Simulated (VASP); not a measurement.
# SnSe (Pnma) in VASP: single point with LDA

Aim: the single point of SnSe with LDA.

Program: VASP 6.6.1. These are calculated values, not measurements. Logs are shortened: lines on timing, memory, paths and dates and some standing lists are left out, and cuts for length are marked.

**Experimental background.**

From “Linear dichroism of the optical properties of SnS and SnSe van der Waals crystals”, 2024, arxiv:2409.17412, for a bulk crystal of SnSe at 20 K: band gap 0.99 eV (indirect).

The runs below are set against these values where they give the same quantity.

**1. The cell of the first run**

The structure is orthorhombic, space group Pnma (No. 62). The conventional cell has a = 11.313 Å, b = 4.114 Å, c = 4.325 Å, α = 90.00°, β = 90.00°, γ = 90.00°. Within 3.6 Å of Sn (site symmetry m) lie 6 Se at 2.74 to 3.36 Å and 2 Sn at 3.46 Å. Within 3.6 Å of Se (site symmetry m) lie 6 Sn at 2.74 to 3.36 Å.

**2. Single point, LDA**

INCAR

```
SYSTEM = SnSe
PREC = Accurate
ENCUT = 520
EDIFF = 1E-6
ISMEAR = 0
SIGMA = 0.02
LREAL = .FALSE.
LASPH = .TRUE.
NELM = 100
ALGO = Normal
ISIF = 2
LWAVE = .FALSE.
LCHARG = .TRUE.
GGA = CA
LELF = .TRUE.
LVHAR = .TRUE.
NBANDS = 50
```

KPOINTS

```
Automatic mesh
0
G
  4 6 6
  0 0 0
```

POSCAR

```
SnSe
1.0
   11.3134618311      0.0000000000      0.0000000000
    0.0000000000      4.1143409242      0.0000000000
    0.0000000000      0.0000000000      4.3252247863
Sn Se
4 4
Direct
    0.1172039336      0.2500000000      0.0968093659
    0.3827960664      0.7500000000      0.5968093659
    0.6172039336      0.2500000000      0.4031906341
    0.8827960664      0.7500000000      0.9031906341
    0.3577127203      0.2500000000      0.0240368078
    0.1422872797      0.7500000000      0.5240368078
    0.8577127203      0.2500000000      0.4759631922
    0.6422872797      0.7500000000      0.9759631922
```

Potentials or basis: VASP PAW LDA potentials, release 64 (Sn_d, Se).

Launch:

```sh
> cat potpaw_LDA.64/Sn_d/POTCAR potpaw_LDA.64/Se/POTCAR > POTCAR
> mpirun -np 1 vasp_std > vasp.out
```

OUTCAR:

```text
SYSTEM = SnSe
   PREC = Accurate
   ENCUT = 520
   EDIFF = 1E-6
   ISMEAR = 0
   LREAL = .FALSE.
   LASPH = .TRUE.
   NELM = 100
   ISIF = 2
   GGA = CA

 ion  position               nearest neighbor table
   1  0.117  0.250  0.097-   5 2.74   6 2.78   6 2.78   6 3.23   6 3.23   4 3.46   4 3.46
   2  0.383  0.750  0.597-   6 2.74   5 2.78   5 2.78   5 3.23   5 3.23   3 3.46   3 3.46
   3  0.617  0.250  0.403-   7 2.74   8 2.78   8 2.78   8 3.23   8 3.23   2 3.46   2 3.46
   4  0.883  0.750  0.903-   8 2.74   7 2.78   7 2.78   7 3.23   7 3.23   1 3.46   1 3.46
   5  0.358  0.250  0.024-   1 2.74   2 2.78   2 2.78   2 3.23   2 3.23
   6  0.142  0.750  0.524-   2 2.74   1 2.78   1 2.78   1 3.23   1 3.23
   7  0.858  0.250  0.476-   3 2.74   4 2.78   4 2.78   4 3.23   4 3.23
   8  0.642  0.750  0.976-   4 2.74   3 2.78   3 2.78   3 3.23   3 3.23

  LATTYP: Found a simple orthorhombic cell.
 ALAT       =     4.1143409242
 B/A-ratio  =     1.0512558065
 C/A-ratio  =     2.7497628513

  Lattice vectors:

 A1 = (   0.0000000000,   4.1143409242,   0.0000000000)
 A2 = (   0.0000000000,   0.0000000000,   4.3252247863)
 A3 = (  11.3134618311,   0.0000000000,   0.0000000000)

Analysis of symmetry for initial positions (statically):
=====================================================================
 Subroutine PRICEL returns:
 Original cell was already a primitive cell.

 Routine SETGRP: Setting up the symmetry group for a
 simple orthorhombic supercell.

 Subroutine GETGRP returns: Found  8 space group operations
 (whereof  2 operations were pure point group operations)
 out of a pool of  8 trial point group operations.

The static configuration has the point symmetry S_2 .
 The point group associated with its full space group is D_2h.

Analysis of symmetry for dynamics (positions and initial velocities):
=====================================================================
 Subroutine PRICEL returns:
 Original cell was already a primitive cell.

 Routine SETGRP: Setting up the symmetry group for a
 simple orthorhombic supercell.

 Subroutine GETGRP returns: Found  8 space group operations
 (whereof  2 operations were pure point group operations)
 out of a pool of  8 trial point group operations.

The dynamic configuration has the point symmetry S_2 .
 The point group associated with its full space group is D_2h.

 Subroutine INISYM returns: Found  8 space group operations
 (whereof  2 operations are pure point group operations),
 and found     1 'primitive' translations

----------------------------------------------------------------------------------------

                                     Primitive cell

  volume of cell :     201.3281

  direct lattice vectors                    reciprocal lattice vectors
    11.313461831  0.000000000  0.000000000     0.088390275  0.000000000  0.000000000
     0.000000000  4.114340924  0.000000000     0.000000000  0.243052294  0.000000000
     0.000000000  0.000000000  4.325224786     0.000000000  0.000000000  0.231201856

  length of vectors
    11.313461831  4.114340924  4.325224786     0.088390275  0.243052294  0.231201856

  position of ions in fractional coordinates (direct lattice)
     0.117203934  0.250000000  0.096809366
     0.382796066  0.750000000  0.596809366
     0.617203934  0.250000000  0.403190634
     0.882796066  0.750000000  0.903190634
     0.357712720  0.250000000  0.024036808
     0.142287280  0.750000000  0.524036808
     0.857712720  0.250000000  0.475963192
     0.642287280  0.750000000  0.975963192

  ion indices of the primitive-cell ions
   primitive index   ion index
                 1           1
                 2           2
                 3           3
                 4           4
                 5           5
                 6           6
                 7           7
                 8           8

----------------------------------------------------------------------------------------

 KPOINTS: Automatic mesh

Automatic generation of k-mesh.
 Grid dimensions read from file:
 generate k-points for:    4    6    6

 Generating k-lattice:

  Cartesian coordinates                     Fractional coordinates (reciprocal lattice)
     0.022097569  0.000000000  0.000000000     0.250000000  0.000000000  0.000000000
     0.000000000  0.040508716  0.000000000     0.000000000  0.166666667  0.000000000
     0.000000000  0.000000000  0.038533643     0.000000000  0.000000000  0.166666667

  Length of vectors
     0.022097569  0.040508716  0.038533643

  Shift w.r.t. Gamma in fractional coordinates (k-lattice)
     0.000000000  0.000000000  0.000000000

 Subroutine IBZKPT returns following result:
 ===========================================

 Found     48 irreducible k-points:

 Following reciprocal coordinates:
            Coordinates               Weight
  0.000000  0.000000  0.000000      1.000000
  0.250000  0.000000  0.000000      2.000000
  0.500000  0.000000  0.000000      1.000000
  0.000000  0.166667  0.000000      2.000000
  0.250000  0.166667  0.000000      4.000000
  0.500000  0.166667  0.000000      2.000000
[... 16 lines left out ...]
  0.250000  0.500000  0.166667      4.000000
  0.500000  0.500000  0.166667      2.000000
 [... further k-points ...]
   k-points           NKPTS =     48   k-points in BZ     NKDIM =     48   number of bands    NBANDS=     50
   number of dos      NEDOS =    301   number of ions     NIONS =      8
   total plane-waves  NPLWV =  86016
   dimension x,y,z NGX =    84 NGY =   32 NGZ =   32
   dimension x,y,z NGXF=   168 NGYF=   64 NGZF=   64
   ions per type =               4   4
   NGX,Y,Z   is equivalent  to a cutoff of  12.34, 12.93, 12.30 a.u.
   NGXF,Y,Z  is equivalent  to a cutoff of  24.69, 25.86, 24.60 a.u.
 SYSTEM =  SnSe
   PREC   = accura    normal or accurate (medium, high low for compatibility)
   ISTART =      0    job   : 0-new  1-cont  2-samecut
   ICHARG =      2    charge: 1-file 2-atom 10-const
   ISPIN  =      1    spin polarized calculation?
   LNONCOLLINEAR =      F non collinear calculations
   LSORBIT =      F    spin-orbit coupling
   LASPH  =      T    aspherical Exc in radial PAW
   ENCUT  =  520.0 eV  38.22 Ry    6.18 a.u.  21.04  7.65  8.04*2*pi/ulx,y,z
   NELM   =    100;   NELMIN=  2; NELMDL= -5     # of ELM steps
   EDIFF  = 0.1E-05   stopping-criterion for ELM
   LREAL  =      F    real-space projection
   EDIFFG = 0.1E-04   stopping-criterion for IOM
   NSW    =      0    number of steps for IOM
   IBRION =     -1    ionic relax: 0-MD 1-quasi-New 2-CG
   NFREE  =      0    steps in history (QN), initial steepest desc. (CG)
   ISIF   =      2    stress and relaxation
   ISYM   =      2    0-nonsym 1-usesym 2-fastsym
   POTIM  = 0.5000    time-step for ionic-motion
   TEBEG  =    0.0;   TEEND  =   0.0 temperature during run
   PSTRESS=    0.0 pullay stress
   NELECT =      80.0000    total number of electrons
   NUPDOWN=      -1.0000    fix difference up-down
   EMIN   =  10.00;   EMAX   =-10.00  energy-range for DOS
   EFERMI =   0.00;   METHOD = LEGACY
   ISMEAR =     0;   SIGMA  =   0.02  broadening in eV -4-tet -1-fermi 0-gaus
   EFERMI_NEDOS =   21; number of points for ismear=-14 and -15
   IALGO  =     38    algorithm
   IMIX   =      4    mixing-type and parameters
     AMIX     =   0.40;   BMIX     =  1.00
     AMIX_MAG =   1.60;   BMIX_MAG =  1.00
  volume/ion in A,a.u.               =      25.17       169.83
  Fermi-wavevector in a.u.,A,eV,Ry     =   1.203566  2.274410 19.709015  1.448572
  Thomas-Fermi vector in A             =   2.339316
   LORBIT       =      0    0 simple, 1 ext, 2 COOP (PROOUT), +10 PAW based schemes
   GGA     = CA    functional components
   LHFCALC =     F    Hartree Fock is set to
   AEXX    =    0.0000 exact exchange contribution
   IVDW    =     0    specifies the selected vdW correction
   LEPSILON=     F    determine dielectric tensor
   LRPA    =     F    only Hartree local field effects (RPA)
 non-spin polarized calculation
 Gauss-broadening in eV      SIGMA  =   0.02
  energy-cutoff  :      520.00
  volume of cell :      201.33
 maximum number of plane-waves:      5456
   NGX = 43   NGY = 15   NGZ = 17

 number of electron      79.9999997 magnetization

 Free energy of the ion-electron system (eV)
  ---------------------------------------------------
  ext. energy  EPLUGINS =         0.00000000
  ---------------------------------------------------
  free energy    TOTEN  =       -38.02086092 eV

  energy without entropy =      -38.02086092  energy(sigma->0) =      -38.02086092

 E-fermi :   6.1623     XC(G=0): -10.2605

 val. band max:        6.0612630791   @ k =   0.0000   0.0000   0.3333
 cond. band min:       6.4327460695   @ k =   0.0000   0.3333   0.0000
 fundamental gap:      0.3714829904
 Fermi energy:         6.1623354731

 k-point     1 :       0.0000    0.0000    0.0000
  band No.  band energies     occupation
      1     -15.3132      2.00000
      2     -15.2913      2.00000
      3     -15.2877      2.00000
      4     -15.2831      2.00000
      5     -15.2822      2.00000
      6     -15.2813      2.00000
[... 42 lines left out ...]
     49      10.6436      0.00000
     50      10.8302      0.00000

 k-point     2 :       0.2500    0.0000    0.0000
  band No.  band energies     occupation
      1     -15.3110      2.00000
      2     -15.2969      2.00000
      3     -15.2868      2.00000
      4     -15.2831      2.00000
      5     -15.2824      2.00000
      6     -15.2804      2.00000
[... 42 lines left out ...]
     49      10.8462      0.00000
     50      11.0026      0.00000

 k-point     3 :       0.5000    0.0000    0.0000
  band No.  band energies     occupation
      1     -15.3051      2.00000
      2     -15.3051      2.00000
      3     -15.2847      2.00000
      4     -15.2847      2.00000
      5     -15.2820      2.00000
      6     -15.2820      2.00000
[... 1102 lines left out ...]
     49      10.1668      0.00000
     50      10.1739      0.00000

 k-point    24 :       0.5000    0.5000    0.1667
  band No.  band energies     occupation
      1     -15.2998      2.00000
      2     -15.2998      2.00000
      3     -15.2998      2.00000
      4     -15.2998      2.00000
      5     -15.2776      2.00000
      6     -15.2776      2.00000
[... 42 lines left out ...]
     49      10.1275      0.00000
     50      10.1275      0.00000

 [... further k-points ...]

------------------------ aborting loop because EDIFF is reached ----------------------------------------

  FORCE on cell =-STRESS in cart. coord.  units (eV):
  Direction    XX          YY          ZZ          XY          YZ          ZX
  --------------------------------------------------------------------------------------
  -------------------------------------------------------------------------------------
  Total        0.1326019      0.1416241      0.1427534      0.0000000     -0.0000000      0.0000000
  in kB        1.0552513      1.1270503      1.1360369      0.0000000     -0.0000000      0.0000000
  external PRESSURE =       1.1061129 kB  Pullay stress =       0.0000000 kB

 VOLUME and BASIS-vectors are now :
 -----------------------------------------------------------------------------
  energy-cutoff  :      520.00
  volume of cell :      201.33
      direct lattice vectors                 reciprocal lattice vectors
    11.313461831  0.000000000  0.000000000     0.088390275  0.000000000  0.000000000
     0.000000000  4.114340924  0.000000000     0.000000000  0.243052294  0.000000000
     0.000000000  0.000000000  4.325224786     0.000000000  0.000000000  0.231201856

 POSITION                                       TOTAL-FORCE (eV/Angst)
 -----------------------------------------------------------------------------------
      1.32598      1.02859      0.41872        -0.022439      0.000000     -0.017142
      4.33075      3.08576      2.58133         0.022439      0.000000     -0.017142
      6.98271      1.02859      1.74389        -0.022439     -0.000000      0.017142
      9.98748      3.08576      3.90650         0.022439      0.000000      0.017142
      4.04697      1.02859      0.10396         0.008813      0.000000      0.015365
      1.60976      3.08576      2.26658        -0.008813      0.000000      0.015365
      9.70370      1.02859      2.05865         0.008813      0.000000     -0.015365
      7.26649      3.08576      4.22126        -0.008813      0.000000     -0.015365
 -----------------------------------------------------------------------------------
    total drift:                                0.000000      0.000000     -0.000000

  FREE ENERGIE OF THE ION-ELECTRON SYSTEM (eV)
  ---------------------------------------------------
  free  energy   TOTEN  =       -38.0208609158 eV

  energy  without entropy=      -38.0208609158  energy(sigma->0) =      -38.02086092
```

It took 3.2 min on 1 thread of Intel Xeon 6975P-C (Granite Rapids), shared host; peak memory 0.46 GiB.

What came out:

- Free energy: -38.0209 eV
- Pressure: 0.1 GPa
- Largest force: 0.028 eV/Å
- Band gap on the k mesh: 0.37 eV (least direct gap 0.53 eV)

Forces in eV/Å, atoms in the order of the input:
```
Sn  -0.022  0.000 -0.017
Sn   0.022  0.000 -0.017
Sn  -0.022  0.000  0.017
Sn   0.022  0.000  0.017
Se   0.009  0.000  0.015
Se  -0.009  0.000  0.015
Se   0.009  0.000 -0.015
Se  -0.009  0.000 -0.015
```

Caveat: spin-orbit coupling is left out, which moves the levels of the heavy elements.

**3. Comparison with measurements**

Step 2. Against the measured gap of SnSe, 0.99 eV (indirect; 20 K; “Linear dichroism of the optical properties of SnS and SnSe van der Waals crystals”, 2024, arxiv:2409.17412), the calculated 0.37 eV is off by -0.62 eV. 2 values of this kind are on record (0.89 to 0.99 eV); this one was drawn at random. Spin-orbit coupling on Se, Sn is left out. The value is that of LDA on a finite k mesh, which can miss the band edges, without temperature or zero-point motion. Semilocal functionals fall short of measured gaps as a rule.
